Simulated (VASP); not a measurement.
Wanted: the native input for a VASP 6.6.1 run.

```yaml
Task: single point
Functional: PBE
Dispersion: D3(BJ)
Potentials_or_basis: VASP PAW PBE potentials, release 64 (As_d)
Cutoff: 400 eV
k_mesh: 12 × 12 × 1
Occupations: gaussian, width 0.04 eV
Spin: no spin polarisation
Dipole_correction: yes
Further_INCAR_settings: ALGO = Normal; EDIFF = 1e-06; NBANDS = 22; NELMDL = -8
```

The structure of As lies in POSCAR:

```
As
1.0
    3.6093869210      0.0000000000      0.0000000000
   -1.8046934605      3.1258207657      0.0000000000
    0.0000000000      0.0000000000     22.5000000000
As
2
Direct
    0.3333333333      0.6666666667      0.5937970551
    0.0000000000      0.0000000000      0.6551642066
```

These files were run (other wordings do the same):

INCAR

```
SYSTEM = As
ALGO = Normal ; DIPOL = 0.5 0.5 0.624
EDIFF = 1E-6 ; ENCUT = 400
GGA = PE ; GGA_COMPAT = .False.
IDIPOL = 3 ; ISIF = 2
ISMEAR = 0 ; IVDW = 12
LASPH = .True. ; LCHARG = .True.
LDIPOL = .True. ; LELF = .True.
LREAL = .False. ; LVACPOTAV = .True.
LVHAR = .True. ; LWAVE = .False.
NBANDS = 22 ; NELM = 120
NELMDL = -8 ; PREC = Accurate
SIGMA = 0.04
```

KPOINTS

```
k-points
0
Gamma
  12 12 1
  0 0 0
```

Potentials or basis: VASP PAW PBE potentials, release 64 (As_d).

Run with:

```bash
$ cat potpaw_PBE.64/As_d/POTCAR > POTCAR
$ mpirun -np 1 vasp_std > vasp.out
```

It gave:

```json
{
 "Largest force": "0.117 eV/Å",
 "Band gap on the k mesh": "1.69 eV (least direct gap 1.96 eV)",
 "Dispersion energy per atom": "-0.208 eV"
}
```

Run time: 66 s on 1 thread of Intel(R) Xeon(R) Platinum 8375C CPU @ 2.90GHz (Ice Lake), with other jobs on the host, peak memory 0.3 GiB.
